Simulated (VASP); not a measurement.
Zr2PdO6:

```xyz
9
Lattice="0.0000 3.7193 3.7193 3.7193 0.0000 3.7193 3.7193 3.7193 0.0000" Properties=species:S:1:pos:R:3 pbc="T T T"
Zr    1.8597    1.8597    1.8597
Zr    5.5790    5.5790    5.5790
Pd    0.0000    0.0000    0.0000
O     1.5885    3.7193    3.7193
O     5.8502    3.7193    3.7193
O     3.7193    1.5885    3.7193
O     3.7193    5.8502    3.7193
O     3.7193    3.7193    1.5885
O     3.7193    3.7193    5.8502
```

| Property | Result |
| --- | --- |
| Program | VASP 6.6.1 |
| Task | relaxation of cell and atoms |
| Functional | PBE |
| Potentials or basis | VASP PAW PBE potentials, release 64 (Zr_sv, Pd, O) |
| Cutoff | 600 eV |
| k mesh | 4 × 4 × 4 |
| Occupations | gaussian, width 0.1 eV |
| Spin | no spin polarisation |

At the start: pressure 69.1 GPa; volume 11.43 Å³/atom.

Where does the relaxation end?

Over 14 steps the energy falls by 1733.1 meV/atom and the volume is 10.60 Å³/atom (-7.3 %); space group Fm-3m (No. 225, to 0.05 Å).

The path:
```tsv
step	energy change (eV)	largest force (eV/Å)	pressure (GPa)	volume (Å³)
1	0.0000	19.6127	69.12	102.90
2	13.8879	2.3129	-20.69	195.23
3	8.6305	2.7299	-25.92	175.79
4	2.8278	3.4288	-30.94	159.09
5	-9.9612	2.7728	-35.06	128.96
6	-13.8338	0.4563	-21.41	115.44
7	-13.9095	2.0490	-13.53	112.13
8	-13.9469	1.4120	-16.72	113.34
9	-15.4839	0.9749	-1.46	97.79
10	-15.5468	0.7759	4.24	94.41
11	-15.5174	0.9624	-3.08	95.52
12	-15.5973	0.0223	0.76	94.89
13	-15.5973	0.0074	0.86	94.89
14	-15.5983	0.0178	-0.19	95.43
```

Final structure:
```yaml
crystal:
  lattice:
    - [0.00000, 3.62703, 3.62703]
    - [3.62703, 0.00000, 3.62703]
    - [3.62703, 3.62703, 0.00000]
  atoms:
    - { symbol: Zr, position: [0.25000, 0.25000, 0.25000] }
    - { symbol: Zr, position: [0.75000, 0.75000, 0.75000] }
    - { symbol: Pd, position: [0.00000, 0.00000, 0.00000] }
    - { symbol: O, position: [0.73956, 0.26044, 0.26044] }
    - { symbol: O, position: [0.26044, 0.73956, 0.73956] }
    - { symbol: O, position: [0.26044, 0.73956, 0.26044] }
    - { symbol: O, position: [0.73956, 0.26044, 0.73956] }
    - { symbol: O, position: [0.26044, 0.26044, 0.73956] }
    - { symbol: O, position: [0.73956, 0.73956, 0.26044] }
```
